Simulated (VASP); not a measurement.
**Ta2Ti2SnBiNO11: single point with PBE**

The system is Ta2Ti2SnBiNO11.

```
N O Ti Sn Ta Bi
1.0
     5.50837    2.29489   -2.42336
     2.69112    5.07388    2.78132
     5.62049   -2.49110    2.45139
N O Ti Sn Ta Bi
1 11 2 1 2 1
Direct
  0.51864 0.68770 0.41425
  0.46271 0.31073 0.48748
  0.81731 0.64427 0.57985
  0.90466 0.29317 0.12421
  0.24218 0.70555 0.14497
  0.73202 0.96359 0.17471
  0.17509 0.02452 0.70132
  0.41597 0.04445 0.88376
  0.61185 0.35960 0.81431
  0.86777 0.00960 0.50460
  0.15483 0.30235 0.30670
  0.10155 0.60593 0.84673
  0.04855 0.99011 0.01080
  0.29504 0.34968 0.99109
  0.17074 0.66474 0.49796
  0.54887 0.96629 0.51641
  0.78412 0.36235 0.48185
  0.66339 0.68282 0.02466
```

- Program: VASP 6.6.1
- Task: single point
- Functional: PBE
- Potentials or basis: VASP PAW PBE potentials, release 64 (N, O, Ti_sv, Sn_d, Ta_sv_GW, Bi_d)
- Cutoff: 600 eV
- k mesh: 2 × 2 × 2, shifted
- Occupations: gaussian, width 0.1 eV
- Spin: no spin polarisation

The pressure is 0.2 GPa. The largest force is 0.076 eV/Å and the band gap on the k mesh is 2.25 eV (least direct gap 2.36 eV).

Forces on the atoms (eV/Å):
```
N    0.009  0.000  0.019
O    0.016  0.004 -0.009
O    0.002 -0.021 -0.009
O    0.025  0.039  0.048
O    0.008 -0.044 -0.015
O   -0.034 -0.042  0.032
O   -0.056  0.043 -0.028
O   -0.005 -0.024 -0.020
O    0.032  0.025 -0.026
O   -0.027  0.004  0.028
O    0.045 -0.017  0.007
O   -0.015  0.023  0.029
Ti  -0.007  0.009 -0.052
Ti   0.009 -0.011  0.049
Sn   0.009 -0.007 -0.012
Ta  -0.014  0.004 -0.018
Ta   0.011 -0.018  0.004
Bi  -0.009  0.030 -0.028
```

Stress tensor (GPa, compression positive):
```
 0.20 -0.15 -0.02
-0.15  0.16  0.10
-0.02  0.10  0.30
```

Levels at points of the mesh, in eV from the valence-band top:
```csv
k point,band 71,band 72,band 73,band 74,band 75,band 76,band 77,band 78,band 79,band 80
"(0.25, 0.25, 0.25)",-1.10,-1.06,-0.96,-0.79,-0.12,2.25,2.42,2.77,2.79,3.07
```

Run time: 8.6 min on 1 thread of AMD EPYC 7R13 Processor (Zen 3) (shared host), peak memory 0.43 GiB.

Caveat: the k points lie up to 0.61 Å⁻¹ apart; spin-orbit coupling is left out, which moves the levels of the heavy elements; a shifted mesh leaves out Γ, where band edges can lie. A k mesh can miss the band edges.
